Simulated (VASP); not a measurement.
# Te (Fd-3m) in VASP: a series of runs, part 2 of 2

VASP 6.6.1. Earlier steps stand in the parts before.

## Step 4: Single point, PBE+D3(BJ)

This run uses another cell than the first one, of 38.98 Å³/atom.

INCAR

```
PREC     = Accurate       # precision mode
ENCUT    = 500            # plane-wave cutoff, eV
EDIFF    = 1E-6           # SCF threshold, eV
ISMEAR   = -1             # smearing method
SIGMA    = 0.05           # smearing width, eV
LREAL    = F              # projectors in reciprocal space
LASPH    = T              # aspherical terms in the spheres
NELM     = 120            # most SCF steps
ALGO     = Normal         # electronic algorithm
ISIF     = 2              # what is computed and relaxed
LWAVE    = F              # write WAVECAR
LCHARG   = F              # write CHGCAR
GGA      = PE             # functional
IVDW     = 12             # dispersion correction
NBANDS   = 13             # bands
GGA_COMPAT= F
```

KPOINTS

```
Automatic mesh
0
Gamma
  5 5 5
```

POSCAR

```
Te
1.0
    0.0000000000      3.3905736300      3.3905736300
    3.3905736300      0.0000000000      3.3905736300
    3.3905736300      3.3905736300      0.0000000000
Te
2
Direct
    1.0000000000      1.0000000000      1.0000000000
    0.2500000000      0.2500000000      0.2500000000
```

Potentials or basis: VASP PAW PBE potentials, release 64 (Te).

Started as:

```
cat potpaw_PBE.64/Te/POTCAR > POTCAR
mpirun -np 1 vasp_std > vasp.out
```

OUTCAR:

```text
PREC = Accurate
   ENCUT = 500
   EDIFF = 1E-6
   ISMEAR = -1
   LREAL = F
   LASPH = T
   NELM = 120
   ISIF = 2
   GGA = PE
   IVDW = 12
 IVDW          = 12

 ion  position               nearest neighbor table
   1  0.000  0.000  0.000-   2 2.94   2 2.94   2 2.94   2 2.94
   2  0.250  0.250  0.250-   1 2.94   1 2.94   1 2.94   1 2.94

  LATTYP: Found a face centered cubic cell.
 ALAT       =     6.7811472600

  Lattice vectors:

 A1 = (   0.0000000000,   3.3905736300,   3.3905736300)
 A2 = (   3.3905736300,   0.0000000000,   3.3905736300)
 A3 = (   3.3905736300,   3.3905736300,   0.0000000000)

Analysis of symmetry for initial positions (statically):
=====================================================================
 Subroutine PRICEL returns:
 Original cell was already a primitive cell.

 Routine SETGRP: Setting up the symmetry group for a
 face centered cubic supercell.

 Subroutine GETGRP returns: Found 48 space group operations
 (whereof 24 operations were pure point group operations)
 out of a pool of 48 trial point group operations.

The static configuration has the point symmetry T_d .
 The point group associated with its full space group is O_h .

Analysis of symmetry for dynamics (positions and initial velocities):
=====================================================================
 Subroutine PRICEL returns:
 Original cell was already a primitive cell.

 Routine SETGRP: Setting up the symmetry group for a
 face centered cubic supercell.

 Subroutine GETGRP returns: Found 48 space group operations
 (whereof 24 operations were pure point group operations)
 out of a pool of 48 trial point group operations.

The dynamic configuration has the point symmetry T_d .
 The point group associated with its full space group is O_h .

 Subroutine INISYM returns: Found 48 space group operations
 (whereof 24 operations are pure point group operations),
 and found     1 'primitive' translations

----------------------------------------------------------------------------------------

                                     Primitive cell

  volume of cell :      77.9560

  direct lattice vectors                    reciprocal lattice vectors
     0.000000000  3.390573630  3.390573630    -0.147467672  0.147467672  0.147467672
     3.390573630  0.000000000  3.390573630     0.147467672 -0.147467672  0.147467672
     3.390573630  3.390573630  0.000000000     0.147467672  0.147467672 -0.147467672

  length of vectors
     4.794995212  4.794995212  4.794995212     0.255421500  0.255421500  0.255421500

  position of ions in fractional coordinates (direct lattice)
     0.000000000  0.000000000  0.000000000
     0.250000000  0.250000000  0.250000000

  ion indices of the primitive-cell ions
   primitive index   ion index
                 1           1
                 2           2

----------------------------------------------------------------------------------------

 KPOINTS: Automatic mesh

Automatic generation of k-mesh.
 Grid dimensions read from file:
 generate k-points for:    5    5    5

 Generating k-lattice:

[... 23 lines left out ...]
 -0.400000  0.200000  0.000000     24.000000
 -0.200000  0.200000  0.000000     12.000000
  0.400000  0.400000  0.000000      6.000000
 -0.400000  0.400000  0.000000     12.000000
 -0.400000  0.400000  0.200000     24.000000
   k-points           NKPTS =     10   k-points in BZ     NKDIM =     10   number of bands    NBANDS=     13
   number of dos      NEDOS =    301   number of ions     NIONS =      2
   total plane-waves  NPLWV =  46656
   dimension x,y,z NGX =    36 NGY =   36 NGZ =   36
   dimension x,y,z NGXF=    72 NGYF=   72 NGZF=   72
   ions per type =               2
   NGX,Y,Z   is equivalent  to a cutoff of  12.48, 12.48, 12.48 a.u.
   NGXF,Y,Z  is equivalent  to a cutoff of  24.96, 24.96, 24.96 a.u.
 SYSTEM =  unknown system
   PREC   = accura    normal or accurate (medium, high low for compatibility)
   ISTART =      0    job   : 0-new  1-cont  2-samecut
   ICHARG =      2    charge: 1-file 2-atom 10-const
   ISPIN  =      1    spin polarized calculation?
   LNONCOLLINEAR =      F non collinear calculations
   LSORBIT =      F    spin-orbit coupling
   LASPH  =      T    aspherical Exc in radial PAW
   ENCUT  =  500.0 eV  36.75 Ry    6.06 a.u.   8.74  8.74  8.74*2*pi/ulx,y,z
   NELM   =    120;   NELMIN=  2; NELMDL= -5     # of ELM steps
   EDIFF  = 0.1E-05   stopping-criterion for ELM
   LREAL  =      F    real-space projection
   EDIFFG = 0.1E-04   stopping-criterion for IOM
   NSW    =      0    number of steps for IOM
   IBRION =     -1    ionic relax: 0-MD 1-quasi-New 2-CG
   NFREE  =      0    steps in history (QN), initial steepest desc. (CG)
   ISIF   =      2    stress and relaxation
   ISYM   =      2    0-nonsym 1-usesym 2-fastsym
   POTIM  = 0.5000    time-step for ionic-motion
   TEBEG  =    0.0;   TEEND  =   0.0 temperature during run
   PSTRESS=    0.0 pullay stress
   NELECT =      12.0000    total number of electrons
   NUPDOWN=      -1.0000    fix difference up-down
   EMIN   =  10.00;   EMAX   =-10.00  energy-range for DOS
   EFERMI =   0.00;   METHOD = LEGACY
   ISMEAR =    -1;   SIGMA  =   0.05  broadening in eV -4-tet -1-fermi 0-gaus
   EFERMI_NEDOS =   21; number of points for ismear=-14 and -15
   IALGO  =     38    algorithm
   IMIX   =      4    mixing-type and parameters
     AMIX     =   0.40;   BMIX     =  1.00
     AMIX_MAG =   1.60;   BMIX_MAG =  1.00
  volume/ion in A,a.u.               =      38.98       263.04
  Fermi-wavevector in a.u.,A,eV,Ry     =   0.877375  1.657999 10.473594  0.769787
  Thomas-Fermi vector in A             =   1.997315
   LORBIT       =      0    0 simple, 1 ext, 2 COOP (PROOUT), +10 PAW based schemes
   GGA     = PE    functional components
   LHFCALC =     F    Hartree Fock is set to
   AEXX    =    0.0000 exact exchange contribution
   IVDW    =    12    specifies the selected vdW correction
   LEPSILON=     F    determine dielectric tensor
   LRPA    =     F    only Hartree local field effects (RPA)
 non-spin polarized calculation
  energy-cutoff  :      500.00
  volume of cell :       77.96
 maximum number of plane-waves:      1996
   NGX = 17   NGY = 17   NGZ = 17

 number of electron      12.0000001 magnetization

 Free energy of the ion-electron system (eV)
  ---------------------------------------------------
  ext. energy  EPLUGINS =         0.00000000
  ---------------------------------------------------
  free energy    TOTEN  =        -5.18439966 eV

  energy without entropy =       -5.16457062  energy(sigma->0) =       -5.17448514

 E-fermi :   4.9906     XC(G=0):  -8.2705

 val. band max:        4.9185184801   @ k =  -0.2000   0.2000   0.0000
 cond. band min:       5.0867544608   @ k =  -0.4000   0.2000   0.0000
 fundamental gap:      0.1682359807
 Fermi energy:         4.9906434741

 k-point     1 :       0.0000    0.0000    0.0000
  band No.  band energies     occupation
      1      -9.0164      2.00000
      2      -3.2220      2.00000
      3       1.4681      2.00000
      4       1.4681      2.00000
      5       1.4681      2.00000
      6       4.0601      2.00000
      7       4.0601      2.00000
      8       4.0601      2.00000
      9       8.4892      0.00000
     10      10.7551      0.00000
     11      10.7551      0.00000
     12      12.3198      0.00000
     13      12.3198      0.00000
[... 130 lines left out ...]
  band No.  band energies     occupation
      1      -7.4772      2.00000
      2      -6.2427      2.00000
      3      -0.3491      2.00000
      4       0.0708      2.00000
      5       3.3980      2.00000
      6       4.2996      2.00000
      7       6.2160      0.00000
      8       6.5624      0.00000
      9       9.6575      0.00000
     10      10.1201      0.00000
     11      12.0391      0.00000
     12      13.3556      0.00000
     13      14.2767      0.00000

------------------------ aborting loop because EDIFF is reached ----------------------------------------

 Edisp (eV)   -0.71488

 E8    (eV) :    -0.3219

  FORCE on cell =-STRESS in cart. coord.  units (eV):
  Direction    XX          YY          ZZ          XY          YZ          ZX
  --------------------------------------------------------------------------------------
  -------------------------------------------------------------------------------------
  Total       2.42528     2.42528     2.42528    -0.00000    -0.00000     0.00000
  in kB      49.84511    49.84511    49.84511    -0.00000    -0.00000     0.00000
  external pressure =       49.85 kB  Pullay stress =        0.00 kB

 VOLUME and BASIS-vectors are now :
 -----------------------------------------------------------------------------
  energy-cutoff  :      500.00
  volume of cell :       77.96
      direct lattice vectors                 reciprocal lattice vectors
     0.000000000  3.390573630  3.390573630    -0.147467672  0.147467672  0.147467672
     3.390573630  0.000000000  3.390573630     0.147467672 -0.147467672  0.147467672
     3.390573630  3.390573630  0.000000000     0.147467672  0.147467672 -0.147467672

 POSITION                                       TOTAL-FORCE (eV/Angst)
 -----------------------------------------------------------------------------------
      0.00000      0.00000      0.00000         0.000000      0.000000      0.000000
      1.69529      1.69529      1.69529        -0.000000     -0.000000     -0.000000
 -----------------------------------------------------------------------------------
    total drift:                                0.000000      0.000000      0.000000

  FREE ENERGIE OF THE ION-ELECTRON SYSTEM (eV)
  ---------------------------------------------------
  free  energy   TOTEN  =        -5.8992756576 eV

  energy  without entropy=       -5.8794466204  energy(sigma->0) =       -5.88936114
```

Wall time 5.2 s (1 thread of Intel Xeon 6975P-C (Granite Rapids), shared host); peak memory 0.2 GiB.

What came out:

- Free energy: -5.8993 eV
- Pressure: 5.0 GPa
- Band gap on the k mesh: zero (bands 6 and 7 overlap by 1.03 eV)
- Dispersion energy per atom: -0.357 eV

Levels at points of the mesh, in eV from the Fermi level:
```tsv
k point	band 2	band 3	band 4	band 5	band 6	band 7	band 8	band 9	band 10	band 11
(0.00, 0.00, 0.00)	-8.21	-3.52	-3.52	-3.52	-0.93	-0.93	-0.93	3.50	5.76	5.76
```

Caveat: the cell stands under pressure; spin-orbit coupling is left out, which moves the levels of the heavy elements.

## Step 5: Single point, PBE+D3(BJ)

This run uses another cell than the first one, of 44.19 Å³/atom.

INCAR

```
ALGO = Normal ; EDIFF = 1E-6
ENCUT = 500 ; GGA = PE
GGA_COMPAT = False ; ISIF = 2
ISMEAR = -1 ; IVDW = 12
LASPH = True ; LCHARG = False
LREAL = False ; LWAVE = False
NBANDS = 13 ; NELM = 120
PREC = Accurate ; SIGMA = 0.05
```

KPOINTS

```
k-points
0
Gamma
  5 5 5
```

POSCAR

```
Te
1.0
    0.0000000000      3.5355116791      3.5355116791
    3.5355116791      0.0000000000      3.5355116791
    3.5355116791      3.5355116791      0.0000000000
Te
2
Direct
    1.0000000000      1.0000000000      1.0000000000
    0.2500000000      0.2500000000      0.2500000000
```

Started as:

```
cat potpaw_PBE.64/Te/POTCAR > POTCAR
mpirun -np 1 vasp_std > vasp.out
```

It took 5 s on 1 thread of Intel Xeon 6975P-C (Granite Rapids), shared host; peak memory 0.2 GiB.

Results (log left out):

```
Free energy                : -6.0435 eV
Pressure                   : 0.0 GPa
Band gap on the k mesh     : zero (bands 6 and 7 overlap by 0.90 eV)
Dispersion energy per atom : -0.307 eV
```

Levels at points of the mesh, in eV from the Fermi level:
```
           k point  band 3  band 4  band 5  band 6  band 7  band 8  band 9  band 10
(0.00, 0.00, 0.00)   -3.12   -3.12   -3.12   -0.74   -0.74   -0.74    3.63     5.90
```

Caveat: spin-orbit coupling is left out, which moves the levels of the heavy elements.

## Step 6: Relaxation of cell and atoms, PBE+D3(BJ)

This run uses another cell than the first one, of 33.86 Å³/atom.

INCAR

```
SYSTEM = Te
  ALGO = Normal
  EDIFF = 1E-7
  EDIFFG = -0.01
  ENCUT = 500
  GGA = PE
  GGA_COMPAT = .False.
  IBRION = 2
  ISIF = 3
  ISMEAR = -1
  IVDW = 12
  LASPH = .True.
  LCHARG = .False.
  LREAL = .False.
  LWAVE = .False.
  NELM = 120
  NELMIN = 4
  NSW = 80
  PREC = Accurate
  SIGMA = 0.05
```

KPOINTS

```
k-points
0
Gamma
  5 5 5
  0 0 0
```

POSCAR

```
Te
1.0
    0.0000000000      3.2350000000      3.2350000000
    3.2350000000      0.0000000000      3.2350000000
    3.2350000000      3.2350000000      0.0000000000
Te
2
Direct
    1.0000000000      1.0000000000      1.0000000000
    0.2500000000      0.2500000000      0.2500000000
```

Potentials or basis: VASP PAW PBE potentials, release 64 (Te).

Started as:

```
cat potpaw_PBE.64/Te/POTCAR > POTCAR
mpirun -np 1 vasp_std > vasp.out
```

Run time: 24 s. Hardware: 1 thread of Intel Xeon 6975P-C (Granite Rapids), shared host; peak memory 0.21 GiB.

It converged, with:

```
Free energy                           : -6.0429 eV
Relaxed volume                        : 44.19 Å³/atom
Relaxed cell                          : a = 5.000 Å, b = 5.000 Å, c = 5.000 Å, α = 60.00°, β = 60.00°, γ = 60.00°
Space group after relaxing (to 0.1 Å) : Fd-3m (No. 227)
Energy gained by relaxing             : 366.6 meV/atom
Ionic steps                           : 5
Pressure after relaxing               : 0.0 GPa
Band gap on the k mesh                : zero (bands 6 and 7 overlap by 0.90 eV)
Dispersion energy per atom            : -0.307 eV
```

Step by step:
```
step  energy change (eV)  largest force (eV/Å)  pressure (GPa)  volume (Å³)
   1              0.0000                0.0000           14.53        67.71
   2             -0.5756                0.0000           -3.13       102.47
   3             -0.7332                0.0000            0.09        88.12
   4             -0.7332                0.0000           -0.06        88.56
   5             -0.7332                0.0000            0.00        88.38
```

Final structure:
```
Te
1.0
     0.00000    3.53546    3.53546
     3.53546    0.00000    3.53546
     3.53546    3.53546    0.00000
Te
2
Direct
  0.00000 0.00000 0.00000
  0.25000 0.25000 0.25000
```

Levels at points of the mesh, in eV from the Fermi level:
```
           k point  band 2  band 3  band 4  band 5  band 6  band 7  band 8  band 9  band 10
(0.00, 0.00, 0.00)   -8.60   -3.12   -3.12   -3.12   -0.74   -0.74   -0.74    3.63     5.90
```

Caveat: the volume moved by over 15 % at a fixed basis, so the end points are rough; spin-orbit coupling is left out, which moves the levels of the heavy elements.

## Step 7: The runs side by side

| task | cell | gap on the mesh (eV) | pressure (GPa) |
| --- | --- | --- | --- |
| single point | a = 4.486 Å, angles 60.0°, 2 atoms | none | 20.2 |
| single point | a = 4.664 Å, angles 60.0°, 2 atoms | none | 10.0 |
| single point | a = 4.795 Å, angles 60.0°, 2 atoms | none | 5.0 |
| single point | a = 5.000 Å, angles 60.0°, 2 atoms | none | 0.0 |
| relaxation of cell and atoms | relaxed from a = 4.575 Å, angles 60.0°, 2 atoms | none | 0.0 |

Alike in all rows: level PBE+D3(BJ); potentials or basis VASP PAW PBE potentials, release 64 (Te); no spin polarisation; k mesh 5 × 5 × 5; cutoff (eV) 500; smearing fermi-dirac 0.05 eV.

Caveats: spin-orbit coupling is left out, which moves the levels of the heavy elements; the cell stands under pressure (at least some runs); the volume moved by over 15 % at a fixed basis, so the end points are rough (at least some runs).

Total energies depend on the potentials used, so only differences within one code and one set of settings carry meaning.
